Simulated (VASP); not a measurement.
Ag, 1 atom in the cell. Symmetry: Im-3m, No. 229, cubic system. Conventional cell: a = 3.183 Å, b = 3.183 Å, c = 3.183 Å, α = 90.00°, β = 90.00°, γ = 90.00°. Ag (site symmetry m-3m) has 14 Ag at 2.76 to 3.18 Å within 3.6 Å. 

* Program: VASP 6.6.1
* Task: single point
* Functional: LDA
* Potentials or basis: VASP PAW LDA potentials, release 64 (Ag)
* Cutoff: 520 eV
* k mesh: 16 × 16 × 16
* Occupations: fermi-dirac, width 0.1 eV
* Spin: no spin polarisation
* Dipole correction: no
* Further INCAR settings: ALGO = Normal; EDIFF = 1e-06; NBANDS = 12

Potentials or basis: VASP PAW LDA potentials, release 64 (Ag).

Command:

```bash
$ cat potpaw_LDA.64/Ag/POTCAR > POTCAR
$ mpirun -np 1 vasp_std > vasp.out
```

Hardware: 1 thread of Intel(R) Xeon(R) Platinum 8488C (Sapphire Rapids) (shared host).

How long does it take, and how much memory?

Wall time 11 s on 1 thread of Intel(R) Xeon(R) Platinum 8488C (Sapphire Rapids), with other jobs on the host, peak memory 0.14 GiB. Counts: scf iterations 10, k points 145.
